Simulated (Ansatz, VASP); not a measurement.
TaN: VASP beside Ansatz

```
Ta N
1.0
     2.93800    0.00000    0.00000
    -1.46900    2.54438    0.00000
     0.00000    0.00000    2.88300
Ta N
1 1
Direct
  0.33333 0.66667 0.50000
  0.05694 0.04169 0.89594
```

Alike in both runs: task single point; functional PBEsol; k mesh 18 × 18 × 16; occupations gaussian, width 0.15 eV; no spin polarisation.

```csv
,VASP,Ansatz
version,VASP 6.6.1,Ansatz 0.2.0
potentials or method,"VASP PAW PBE potentials, release 64 (Ta_pv, N), cutoff 520 eV","scalar-relativistic, plane waves, PAW"
valence electrons in the cell,16,18
```

```csv
,VASP,Ansatz,Ansatz less VASP
gap on the k mesh at the Fermi level (eV),none,none,-
pressure (GPa),18.3,17.2,-1.12
"traceless stress, the component that is largest in VASP (GPa)",-10.82,-10.62,+0.200
rms of the force components (eV/Å),3.134,3.092,-0.0422
```

VASP's potentials were made for PBE, not for PBEsol. Atom by atom the forces differ by 0.042 eV/Å (rms over components). A gap of «none» marks a metal or a gap that the smearing closes. With one functional, cell and mesh, what is left measures potentials, basis and numerics. VASP's potentials hold 16 valence electrons a cell and Ansatz's 18, so a difference there can come from the potentials and not from the codes.

Neither program's run includes spin-orbit coupling.
